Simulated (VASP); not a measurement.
Input of a VASP 6.6.1 run:

The input INCAR:

```
SYSTEM = BeTe
PREC = Accurate
ENCUT = 520
EDIFF = 1E-7
ISMEAR = 0
SIGMA = 0.01
LREAL = .FALSE.
LASPH = .TRUE.
NELM = 100
ALGO = Normal
ISIF = 2
LWAVE = .FALSE.
LCHARG = .FALSE.
GGA = CA
NBANDS = 16
```

The input KPOINTS:

```
Automatic mesh
0
G
  6 6 2
  0 0 0
```

File POSCAR:

```
BeTe
1.0
    4.0308527926      0.0000000000      0.0000000000
   -2.0154263963      3.4908209173      0.0000000000
    0.0000000000      0.0000000000      8.1440402198
Be Te
2 2
Direct
    0.3333333333      0.6666666667      0.2500000000
    0.6666666667      0.3333333333      0.7500000000
    0.6666666667      0.3333333333      0.2500000000
    0.3333333333      0.6666666667      0.7500000000
```

Potentials or basis: VASP PAW LDA potentials, release 64 (Be, Te).

Launch:

```console
$ cat potpaw_LDA.64/Be/POTCAR potpaw_LDA.64/Te/POTCAR > POTCAR
$ mpirun -np 1 vasp_std > vasp.out
```

(1) What does it give for the pressure?

(2) Predict the band gap on the k mesh.

## Answers

(1) -2.0 GPa.

(2) 2.64 eV, indirect (least direct gap 2.80 eV).

Caveat: spin-orbit coupling is left out, which moves the levels of the heavy elements.
